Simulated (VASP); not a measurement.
# ZnCu in VASP: single point with PBE

Aim: the single point of ZnCu with PBE.

Program: VASP 6.6.1. These are calculated values, not measurements. Logs are shortened: lines on timing, memory, paths and dates and some standing lists are left out, and cuts for length are marked.

### Step 1. The cell of the first run

The cell holds a slab with vacuum, 8 atoms: a = 2.945 Å, b = 2.945 Å, c = 22.308 Å, α = 90.00°, β = 90.00°, γ = 90.00°.

### Step 2. Single point, PBE

Contents of INCAR:

```
ALGO = Normal
DIPOL = 0.5 0.5 0.500
EDIFF = 1E-7
ENCUT = 520
GGA = PE
IDIPOL = 3
ISIF = 2
ISMEAR = -1
LASPH = True
LCHARG = False
LDIPOL = True
LREAL = False
LWAVE = False
NBANDS = 56
NELM = 100
PREC = Accurate
SIGMA = 0.1
```

Contents of KPOINTS:

```
k-points
0
Gamma
  6 6 1
```

Contents of POSCAR:

```
ZnCu
1.0
    2.9450000000      0.0000000000      0.0000000000
    0.0000000000      2.9450000000      0.0000000000
    0.0000000000      0.0000000000     22.3075000000
Zn Cu
4 4
Direct
    0.5000000000      0.5000000000      0.3349770257
    0.5000000000      0.5000000000      0.4669954051
    0.5000000000      0.5000000000      0.5990137846
    0.5000000000      0.5000000000      0.7310321641
    0.0000000000      0.0000000000      0.2689678359
    0.0000000000      0.0000000000      0.4009862154
    0.0000000000      0.0000000000      0.5330045949
    0.0000000000      0.0000000000      0.6650229743
```

Potentials or basis: VASP PAW PBE potentials, release 64 (Zn, Cu).

Command:

```
cat potpaw_PBE.64/Zn/POTCAR potpaw_PBE.64/Cu/POTCAR > POTCAR
mpirun -np 1 vasp_std > vasp.out
```

OUTCAR:

```text
EDIFF = 1E-7
   ENCUT = 520
   GGA = PE
   ISIF = 2
   ISMEAR = -1
   LASPH = True
   LREAL = False
   NELM = 100
   PREC = Accurate

 ion  position               nearest neighbor table
   1  0.500  0.500  0.335-   6 2.55   6 2.55   6 2.55   6 2.55   5 2.55   5 2.55   5 2.55   5 2.55
                             2 2.94
   2  0.500  0.500  0.467-   6 2.55   6 2.55   6 2.55   6 2.55   7 2.55   7 2.55   7 2.55   7 2.55
                             1 2.94   3 2.95
   3  0.500  0.500  0.599-   7 2.55   7 2.55   7 2.55   7 2.55   8 2.55   8 2.55   8 2.55   8 2.55
                             2 2.95   4 2.95
   4  0.500  0.500  0.731-   8 2.55   8 2.55   8 2.55   8 2.55   3 2.95
   5  0.000  0.000  0.269-   1 2.55   1 2.55   1 2.55   1 2.55
   6  0.000  0.000  0.401-   2 2.55   2 2.55   2 2.55   2 2.55   1 2.55   1 2.55   1 2.55   1 2.55

   7  0.000  0.000  0.533-   3 2.55   3 2.55   3 2.55   3 2.55   2 2.55   2 2.55   2 2.55   2 2.55

   8  0.000  0.000  0.665-   3 2.55   3 2.55   3 2.55   3 2.55   4 2.55   4 2.55   4 2.55   4 2.55

  LATTYP: Found a simple tetragonal cell.
 ALAT       =     2.9450000000
 C/A-ratio  =     7.5747028862

  Lattice vectors:

 A1 = (   2.9450000000,   0.0000000000,   0.0000000000)
 A2 = (   0.0000000000,   2.9450000000,   0.0000000000)
 A3 = (   0.0000000000,   0.0000000000,  22.3075000000)

Analysis of symmetry for initial positions (statically):
=====================================================================
 Subroutine PRICEL returns:
 Original cell was already a primitive cell.

 Routine SETGRP: Setting up the symmetry group for a
 simple tetragonal supercell.

 Subroutine GETGRP returns: Found  8 space group operations
 (whereof  8 operations were pure point group operations)
 out of a pool of 16 trial point group operations.

The static configuration has the point symmetry C_4v.

Analysis of symmetry for dynamics (positions and initial velocities):
=====================================================================
 Subroutine PRICEL returns:
 Original cell was already a primitive cell.

 Routine SETGRP: Setting up the symmetry group for a
 simple tetragonal supercell.

 Subroutine GETGRP returns: Found  8 space group operations
 (whereof  8 operations were pure point group operations)
 out of a pool of 16 trial point group operations.

The dynamic configuration has the point symmetry C_4v.

 Subroutine INISYM returns: Found  8 space group operations
 (whereof  8 operations are pure point group operations),
 and found     1 'primitive' translations

----------------------------------------------------------------------------------------

                                     Primitive cell

  volume of cell :     193.4735

  direct lattice vectors                    reciprocal lattice vectors
     2.945000000  0.000000000  0.000000000     0.339558574  0.000000000  0.000000000
     0.000000000  2.945000000  0.000000000     0.000000000  0.339558574  0.000000000
     0.000000000  0.000000000 22.307500000     0.000000000  0.000000000  0.044827973

  length of vectors
     2.945000000  2.945000000 22.307500000     0.339558574  0.339558574  0.044827973

  position of ions in fractional coordinates (direct lattice)
     0.500000000  0.500000000  0.334977026
     0.500000000  0.500000000  0.466995405
     0.500000000  0.500000000  0.599013785
     0.500000000  0.500000000  0.731032164
     0.000000000  0.000000000  0.268967836
     0.000000000  0.000000000  0.400986215
     0.000000000  0.000000000  0.533004595
     0.000000000  0.000000000  0.665022974

  ion indices of the primitive-cell ions
   primitive index   ion index
                 1           1
                 2           2
                 3           3
                 4           4
                 5           5
                 6           6
                 7           7
                 8           8

----------------------------------------------------------------------------------------

 KPOINTS: k-points

Automatic generation of k-mesh.
 Grid dimensions read from file:
 generate k-points for:    6    6    1

 Generating k-lattice:

  Cartesian coordinates                     Fractional coordinates (reciprocal lattice)
     0.056593096  0.000000000  0.000000000     0.166666667  0.000000000  0.000000000
     0.000000000  0.056593096  0.000000000     0.000000000  0.166666667  0.000000000
     0.000000000  0.000000000  0.044827973     0.000000000  0.000000000  1.000000000

  Length of vectors
     0.056593096  0.056593096  0.044827973

  Shift w.r.t. Gamma in fractional coordinates (k-lattice)
     0.000000000  0.000000000  0.000000000

 Subroutine IBZKPT returns following result:
 ===========================================

 Found     10 irreducible k-points:

 Following reciprocal coordinates:
            Coordinates               Weight
  0.000000  0.000000  0.000000      1.000000
  0.166667  0.000000  0.000000      4.000000
  0.333333  0.000000  0.000000      4.000000
  0.500000  0.000000  0.000000      2.000000
  0.166667  0.166667  0.000000      4.000000
  0.333333  0.166667  0.000000      8.000000
  0.500000  0.166667  0.000000      4.000000
  0.333333  0.333333  0.000000      4.000000
  0.500000  0.333333  0.000000      4.000000
  0.500000  0.500000  0.000000      1.000000
   k-points           NKPTS =     10   k-points in BZ     NKDIM =     10   number of bands    NBANDS=     56
   number of dos      NEDOS =    301   number of ions     NIONS =      8
   total plane-waves  NPLWV =  96768
   dimension x,y,z NGX =    24 NGY =   24 NGZ =  168
   dimension x,y,z NGXF=    48 NGYF=   48 NGZF=  336
   ions per type =               4   4
   NGX,Y,Z   is equivalent  to a cutoff of  13.55, 13.55, 12.52 a.u.
   NGXF,Y,Z  is equivalent  to a cutoff of  27.10, 27.10, 25.04 a.u.
 SYSTEM =  unknown system
   PREC   = accura    normal or accurate (medium, high low for compatibility)
   ISTART =      0    job   : 0-new  1-cont  2-samecut
   ICHARG =      2    charge: 1-file 2-atom 10-const
   ISPIN  =      1    spin polarized calculation?
   LNONCOLLINEAR =      F non collinear calculations
   LSORBIT =      F    spin-orbit coupling
   LASPH  =      T    aspherical Exc in radial PAW
   ENCUT  =  520.0 eV  38.22 Ry    6.18 a.u.   5.48  5.48 41.48*2*pi/ulx,y,z
   NELM   =    100;   NELMIN=  2; NELMDL= -5     # of ELM steps
   EDIFF  = 0.1E-06   stopping-criterion for ELM
   LREAL  =      F    real-space projection
   EDIFFG = 0.1E-05   stopping-criterion for IOM
   NSW    =      0    number of steps for IOM
   IBRION =     -1    ionic relax: 0-MD 1-quasi-New 2-CG
   NFREE  =      0    steps in history (QN), initial steepest desc. (CG)
   ISIF   =      2    stress and relaxation
   ISYM   =      2    0-nonsym 1-usesym 2-fastsym
   POTIM  = 0.5000    time-step for ionic-motion
   TEBEG  =    0.0;   TEEND  =   0.0 temperature during run
   PSTRESS=    0.0 pullay stress
   NELECT =      92.0000    total number of electrons
   NUPDOWN=      -1.0000    fix difference up-down
   EMIN   =  10.00;   EMAX   =-10.00  energy-range for DOS
   EFERMI =   0.00;   METHOD = LEGACY
   ISMEAR =    -1;   SIGMA  =   0.10  broadening in eV -4-tet -1-fermi 0-gaus
   EFERMI_NEDOS =   21; number of points for ismear=-14 and -15
   IALGO  =     38    algorithm
   IMIX   =      4    mixing-type and parameters
     AMIX     =   0.40;   BMIX     =  1.00
     AMIX_MAG =   1.60;   BMIX_MAG =  1.00
  volume/ion in A,a.u.               =      24.18       163.20
  Fermi-wavevector in a.u.,A,eV,Ry     =   1.277802  2.414696 22.215297  1.632778
  Thomas-Fermi vector in A             =   2.410381
   LORBIT       =      0    0 simple, 1 ext, 2 COOP (PROOUT), +10 PAW based schemes
   GGA     = PE    functional components
   LHFCALC =     F    Hartree Fock is set to
   AEXX    =    0.0000 exact exchange contribution
   IVDW    =     0    specifies the selected vdW correction
   LEPSILON=     F    determine dielectric tensor
   LRPA    =     F    only Hartree local field effects (RPA)
 non-spin polarized calculation
  energy-cutoff  :      520.00
  volume of cell :      193.47
 maximum number of plane-waves:      5259
 NGX is ok and might be reduce to    24
   NGX = 11   NGY = 11   NGZ = 83

 dipolmoment           0.000000      0.000000      0.276444 electrons x Angstroem

 number of electron      92.0000000 magnetization

 dipolmoment           0.000000      0.000000     -0.019690 electrons x Angstroem

 Free energy of the ion-electron system (eV)
  ---------------------------------------------------
  ext. energy  EPLUGINS =         0.00000000
  ---------------------------------------------------
  free energy    TOTEN  =       -18.52100588 eV

  energy without entropy =      -18.42182140  energy(sigma->0) =      -18.47141364

 E-fermi :   1.0190     XC(G=0):  -7.4571

 val. band max:        0.9558936612   @ k =   0.5000   0.3333   0.0000
 cond. band min:       1.1854923135   @ k =   0.3333   0.0000   0.0000
 fundamental gap:      0.2295986524
 Fermi energy:         1.0189590187

 k-point     1 :       0.0000    0.0000    0.0000
  band No.  band energies     occupation
      1      -9.0710      2.00000
      2      -8.3536      2.00000
      3      -7.3075      2.00000
      4      -6.8219      2.00000
      5      -6.7998      2.00000
      6      -6.7138      2.00000
[... 48 lines left out ...]
     55       8.5704      0.00000
     56       8.5704      0.00000

 k-point     2 :       0.1667    0.0000    0.0000
  band No.  band energies     occupation
      1      -8.5817      2.00000
      2      -7.9004      2.00000
      3      -7.0183      2.00000
      4      -6.7556      2.00000
      5      -6.6906      2.00000
      6      -6.6674      2.00000
[... 48 lines left out ...]
     55       7.9544      0.00000
     56       8.3143      0.00000

 k-point     3 :       0.3333    0.0000    0.0000
  band No.  band energies     occupation
      1      -7.3340      2.00000
      2      -6.9968      2.00000
      3      -6.9036      2.00000
      4      -6.6876      2.00000
      5      -6.6674      2.00000
      6      -6.6208      2.00000
[... 48 lines left out ...]
     55       7.6807      0.00000
     56       7.9601      0.00000

 k-point     4 :       0.5000    0.0000    0.0000
  band No.  band energies     occupation
      1      -6.9767      2.00000
      2      -6.7827      2.00000
      3      -6.7755      2.00000
      4      -6.7081      2.00000
      5      -6.6318      2.00000
      6      -6.5612      2.00000
[... 48 lines left out ...]
     55       8.0557      0.00000
     56       8.0890      0.00000

 k-point     5 :       0.1667    0.1667    0.0000
  band No.  band energies     occupation
      1      -8.1134      2.00000
      2      -7.4735      2.00000
      3      -6.8012      2.00000
      4      -6.6603      2.00000
      5      -6.6242      2.00000
      6      -6.5466      2.00000
[... 48 lines left out ...]
     55       6.8361      0.00000
     56       6.9786      0.00000

 k-point     6 :       0.3333    0.1667    0.0000
  band No.  band energies     occupation
      1      -7.0432      2.00000
      2      -6.8251      2.00000
      3      -6.8022      2.00000
      4      -6.5824      2.00000
      5      -6.5168      2.00000
      6      -6.4778      2.00000
[... 48 lines left out ...]
     55       7.0328      0.00000
     56       7.2919      0.00000

 k-point     7 :       0.5000    0.1667    0.0000
  band No.  band energies     occupation
      1      -6.8990      2.00000
      2      -6.7395      2.00000
      3      -6.6145      2.00000
      4      -6.6110      2.00000
      5      -6.5216      2.00000
      6      -6.4658      2.00000
[... 48 lines left out ...]
     55       8.4681      0.00000
     56       8.5571      0.00000

 k-point     8 :       0.3333    0.3333    0.0000
  band No.  band energies     occupation
      1      -6.8440      2.00000
      2      -6.7285      2.00000
      3      -6.7221      2.00000
      4      -6.6135      2.00000
      5      -6.5929      2.00000
      6      -6.5496      2.00000
[... 48 lines left out ...]
     55       6.0946      0.00000
     56       7.1872      0.00000

 k-point     9 :       0.5000    0.3333    0.0000
  band No.  band energies     occupation
      1      -6.8744      2.00000
      2      -6.7739      2.00000
      3      -6.7526      2.00000
      4      -6.6285      2.00000
      5      -6.6057      2.00000
      6      -6.5981      2.00000
[... 48 lines left out ...]
     55       5.9817      0.00000
     56       6.2862      0.00000

 k-point    10 :       0.5000    0.5000    0.0000
  band No.  band energies     occupation
      1      -6.9841      2.00000
      2      -6.8549      2.00000
      3      -6.7212      2.00000
      4      -6.6732      2.00000
      5      -6.6732      2.00000
      6      -6.6112      2.00000
[... 48 lines left out ...]
     55       4.4111      0.00000
     56       5.5906      0.00000

------------------------ aborting loop because EDIFF is reached ----------------------------------------

 vacuum level on the upper side and lower side of the slab       (xc-potential included)        -0.414         0.041

  FORCE on cell =-STRESS in cart. coord.  units (eV):
  Direction    XX          YY          ZZ          XY          YZ          ZX
  --------------------------------------------------------------------------------------
  -------------------------------------------------------------------------------------
  Total       -0.6040260     -0.6040260      1.1888678      0.0000000      0.0000000     -0.0000000
  in kB       -5.0020122     -5.0020122      9.8451574      0.0000000      0.0000000     -0.0000000
  external PRESSURE =      -0.0529557 kB  Pullay stress =       0.0000000 kB

 VOLUME and BASIS-vectors are now :
 -----------------------------------------------------------------------------
  energy-cutoff  :      520.00
  volume of cell :      193.47
      direct lattice vectors                 reciprocal lattice vectors
     2.945000000  0.000000000  0.000000000     0.339558574  0.000000000  0.000000000
     0.000000000  2.945000000  0.000000000     0.000000000  0.339558574  0.000000000
     0.000000000  0.000000000 22.307500000     0.000000000  0.000000000  0.044827973

 POSITION                                       TOTAL-FORCE (eV/Angst)
 -----------------------------------------------------------------------------------
      1.47250      1.47250      7.47250         0.000000      0.000000     -0.596327
      1.47250      1.47250     10.41750        -0.000000     -0.000000      0.050619
      1.47250      1.47250     13.36250        -0.000000     -0.000000     -0.179928
      1.47250      1.47250     16.30750         0.000000      0.000000      0.010275
      0.00000      0.00000      6.00000        -0.000000      0.000000      0.226191
      0.00000      0.00000      8.94500        -0.000000      0.000000      0.240010
      0.00000      0.00000     11.89000        -0.000000      0.000000     -0.059882
      0.00000      0.00000     14.83500        -0.000000      0.000000      0.309042
 -----------------------------------------------------------------------------------
    total drift:                                0.000000     -0.000000      0.001857

  FREE ENERGIE OF THE ION-ELECTRON SYSTEM (eV)
  ---------------------------------------------------
  free  energy   TOTEN  =       -18.5210058783 eV

  energy  without entropy=      -18.4218213990  energy(sigma->0) =      -18.47141364

 vacuum level on the upper side and lower side of the slab         4.750         5.208
```

It took 4.4 min on 1 thread of Intel Xeon 6975P-C, shared host; peak memory 0.34 GiB.

Results:

```yaml
Free_energy: -18.5210 eV
Largest_force: 0.596 eV/Å
Band_gap_on_the_k_mesh: zero (band 46 reaches 2.46 eV, above the bottom of band 47 at -0.38 eV)
```

Forces on the atoms (eV/Å):
```
Zn   0.000  0.000 -0.596
Zn   0.000  0.000  0.051
Zn   0.000  0.000 -0.180
Zn   0.000  0.000  0.010
Cu   0.000  0.000  0.226
Cu   0.000  0.000  0.240
Cu   0.000  0.000 -0.060
Cu   0.000  0.000  0.309
```
